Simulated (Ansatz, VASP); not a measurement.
## One calculation of SrVO3, two programs

```
Sr V O
1.0
     3.84090    0.00000    0.00000
     0.00000    3.84090    0.00000
     0.00000    0.00000    3.84090
Sr V O
1 1 3
Direct
  0.50000 0.50000 0.50000
  0.00000 0.00000 0.00000
  0.00000 0.00000 0.50000
  0.00000 0.50000 0.00000
  0.50000 0.00000 0.00000
```

Alike in both runs: functional r2SCAN; k mesh 5 × 5 × 5; occupations fermi-dirac, width 0.05 eV; non-collinear spin, spin-orbit coupling.

|  | VASP | Ansatz |
| --- | --- | --- |
| version | VASP 6.6.1 | Ansatz 0.2.0 |
| potentials or method | VASP PAW PBE potentials, release 64 (Sr_sv, V_sv, O) | Ansatz PAW |
| plane-wave cutoff (eV) | 520 | 500 |
| valence electrons in the cell | 41 | 41 |
| task | single point | band structure |

VASP gave:

```
pressure (GPa)           : 0.8
net moment per atom (μB) : 0.20
```

Task: Estimate Ansatz's values.

Result: Pressure (GPa): -0.1; net moment per atom (μB): 0.20.

VASP's potentials were made for PBE, not for r2SCAN.

Noted on Ansatz's run: the magnetic or orbital state may not be the lowest.
